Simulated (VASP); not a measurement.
Mg2O, 6 atoms in the cell. The structure is cubic, space group Fd-3m (No. 227). Conventional cell: a = 7.495 Å, b = 7.495 Å, c = 7.495 Å, α = 90.00°, β = 90.00°, γ = 90.00°. Mg (site symmetry -3m) has 6 Mg at 2.65 Å and 6 O at 3.11 Å within 3.5 Å. Within 4.1 Å of O (site symmetry -43m) lie 12 Mg at 3.11 Å and 4 O at 3.25 Å. The cell was generated, and may not be a known phase.

```yaml
Program: VASP 6.6.1
Task: single point
Functional: PBE
Potentials_or_basis: VASP PAW PBE potentials, release 64 (Mg, O)
Cutoff: 600 eV
k_mesh: 4 × 4 × 4
Occupations: gaussian, width 0.2 eV
Spin: no spin polarisation
Dipole_correction: no
Further_INCAR_settings: ALGO = Normal; EDIFF = 1e-06; NBANDS = 19
```

Potentials or basis: VASP PAW PBE potentials, release 64 (Mg, O).

Run with:

```sh
$ cat potpaw_PBE.64/Mg/POTCAR potpaw_PBE.64/O/POTCAR > POTCAR
$ mpirun -np 1 vasp_std > vasp.out
```

Hardware: 1 thread of Intel Xeon 8259CL, with other jobs on the host.

Q: How long does it take, and how much memory?

A: Wall time 70 s on 1 thread of Intel Xeon 8259CL, with other jobs on the host, peak memory 0.22 GiB. Counts: scf iterations 15, k points 8.
